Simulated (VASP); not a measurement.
Crystal: HfSnSe4.

```xyz
6
Lattice="4.1989 0.0000 0.0000 -2.0994 3.6363 0.0000 0.0000 0.0000 8.7286" Properties=species:S:1:pos:R:3 pbc="T T T"
Hf    0.0000    0.0000    0.0000
Sn    0.0000    0.0000    4.3643
Se    0.0000    2.4242    6.4877
Se    0.0000    2.4242    2.2409
Se    2.0994    1.2121    6.4877
Se    2.0994    1.2121    2.2409
```

- Program: VASP 6.6.1
- Task: relaxation of cell and atoms
- Functional: PBE
- Potentials or basis: VASP PAW PBE potentials, release 64 (Hf_pv, Sn_d, Se)
- Cutoff: 600 eV
- k mesh: 6 × 6 × 2
- Occupations: gaussian, width 0.1 eV
- Spin: no spin polarisation

At the start: pressure 12.6 GPa; volume 22.21 Å³/atom.

Q: Where does the relaxation end?

A: Over 17 steps the energy falls by 922.2 meV/atom and the volume is 21.50 Å³/atom (-3.2 %); space group P6/mmm (No. 191, to 0.05 Å).

The path:
```csv
step,energy change (eV),largest force (eV/Å),pressure (GPa),volume (Å³)
1,0.0000,0.9962,12.56,133.27
2,-2.4168,0.8921,-7.00,167.68
3,-2.4267,0.9139,-5.81,163.46
4,-3.7801,0.9222,-5.25,149.82
5,-4.6005,0.7482,-3.48,137.88
6,-2.9351,2.5114,23.24,111.79
7,-4.7327,0.7944,-2.59,134.59
8,-5.4317,0.2898,3.60,123.47
9,-5.0687,0.6856,10.08,118.17
10,-5.4357,0.1631,4.43,122.59
11,-4.8479,1.0326,2.67,130.15
12,-5.4753,0.0788,3.62,124.05
13,-5.4749,0.2305,-3.03,134.02
14,-5.5326,0.0857,0.04,128.87
15,-5.5326,0.0827,0.11,128.78
16,-5.5334,0.0122,-0.01,129.09
17,-5.5334,0.0258,0.01,129.03
```

Final structure:
```cif
data_structure
_symmetry_space_group_name_H-M 'P 1'
_symmetry_Int_Tables_number 1
_cell_length_a 5.0728
_cell_length_b 5.0728
_cell_length_c 5.7896
_cell_angle_alpha 90.000
_cell_angle_beta 90.000
_cell_angle_gamma 120.000
_cell_volume 129.03
loop_
_atom_site_label
_atom_site_type_symbol
_atom_site_fract_x
_atom_site_fract_y
_atom_site_fract_z
_atom_site_occupancy
Hf1 Hf 0.00000 0.00000 0.00000 1
Sn1 Sn 0.00000 0.00000 0.50000 1
Se1 Se 0.33333 0.66667 0.76674 1
Se2 Se 0.33333 0.66667 0.23326 1
Se3 Se 0.66667 0.33333 0.76674 1
Se4 Se 0.66667 0.33333 0.23326 1
```
